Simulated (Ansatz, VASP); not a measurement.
# Two plane-wave programs on Al5GaP6

File INCAR:

```
SYSTEM = Al5GaP6
PREC = Accurate
ENCUT = 520
EDIFF = 1E-6
ISMEAR = 0
SIGMA = 0.02
LREAL = .False.
LASPH = .True.
NELM = 100
ALGO = Normal
ISIF = 2
LWAVE = .False.
LCHARG = .False.
GGA = PE
NBANDS = 41
```

File KPOINTS:

```
Automatic mesh
0
Gamma
  8 8 2
  0 0 0
```

Contents of POSCAR:

```
Al5GaP6
1.0
    3.8944831000      0.0000000000      0.0000000000
    0.0000000000      3.8944831000      0.0000000000
    0.0000000000      0.0000000000     16.5181986000
Al Ga P
5 1 6
Direct
    0.5000000000      0.5000000000      0.8333510000
    0.0000000000      0.0000000000      0.6666940000
    0.5000000000      0.5000000000      0.5000000000
    0.0000000000      0.0000000000      0.3333060000
    0.5000000000      0.5000000000      0.1666490000
    0.0000000000      0.0000000000      0.0000000000
    0.5000000000      0.0000000000      0.7500440000
    0.0000000000      0.5000000000      0.5833440000
    0.5000000000      0.0000000000      0.4166560000
    0.0000000000      0.5000000000      0.2499560000
    0.5000000000      0.0000000000      0.0836920000
    0.0000000000      0.5000000000      0.9163080000
```

Input for Ansatz:

```yaml
crystal:
  lattice:
    - [3.8944831, 0.0, 0.0]
    - [0.0, 3.8944831, 0.0]
    - [0.0, 0.0, 16.5181986]
  atoms:
    - { symbol: Al, position: [0.5, 0.5, 0.833351] }
    - { symbol: Al, position: [0.0, 0.0, 0.666694] }
    - { symbol: Al, position: [0.5, 0.5, 0.5] }
    - { symbol: Al, position: [0.0, 0.0, 0.333306] }
    - { symbol: Al, position: [0.5, 0.5, 0.166649] }
    - { symbol: Ga, position: [0.0, 0.0, 0.0] }
    - { symbol: P, position: [0.5, 0.0, 0.750044] }
    - { symbol: P, position: [0.0, 0.5, 0.583344] }
    - { symbol: P, position: [0.5, 0.0, 0.416656] }
    - { symbol: P, position: [0.0, 0.5, 0.249956] }
    - { symbol: P, position: [0.5, 0.0, 0.083692] }
    - { symbol: P, position: [0.0, 0.5, 0.916308] }
basis:
  ecutwfc: 420
kpoints:
  mp_grid: { grid: [8, 8, 2] }
  band_path:
    path:
      - [[0.0, 0.0, 0.0], [0.0, 0.5, 0.0], [0.5, 0.5, 0.0], [0.0, 0.0, 0.0], [0.0, 0.0, 0.5], [0.0, 0.5, 0.5], [0.5, 0.5, 0.5], [0.0, 0.0, 0.5]]
      - [[0.0, 0.5, 0.0], [0.0, 0.5, 0.5]]
      - [[0.5, 0.5, 0.0], [0.5, 0.5, 0.5]]
    npoints: 10
hamiltonian:
  xc: pbe
scf:
  occupations: { method: gaussian, width: 0.02 }
  n_extra_bands: 30
output:
  forces: true
  stress: true
  eigenvalues: true
  populations: true
  dos: { projected: true, de: 0.02, nscf_kmesh: { grid: [12, 12, 3] } }
  bader: false
  write_density: true
  write_potential: true
  elf: true
  volumetric_format: npy
```

Alike in both runs: task single point; functional PBE; k mesh 8 × 8 × 2; occupations gaussian, width 0.02 eV; no spin polarisation.

```csv
,VASP,Ansatz
version,VASP 6.6.1,Ansatz 0.2.0
potentials or method,"VASP PAW PBE potentials, release 64 (Al, Ga_d, P), cutoff 520 eV","scalar-relativistic, plane waves, PAW"
valence electrons in the cell,58,58
```

```csv
,VASP,Ansatz,Ansatz less VASP
gap on the k mesh at the Fermi level (eV),1.62,1.62,+0.002
least direct gap on the mesh (eV),1.62,1.62,+0.002
pressure (GPa),-0.1,0.0,+0.08
```

With one functional, cell and mesh, what is left measures potentials, basis and numerics.
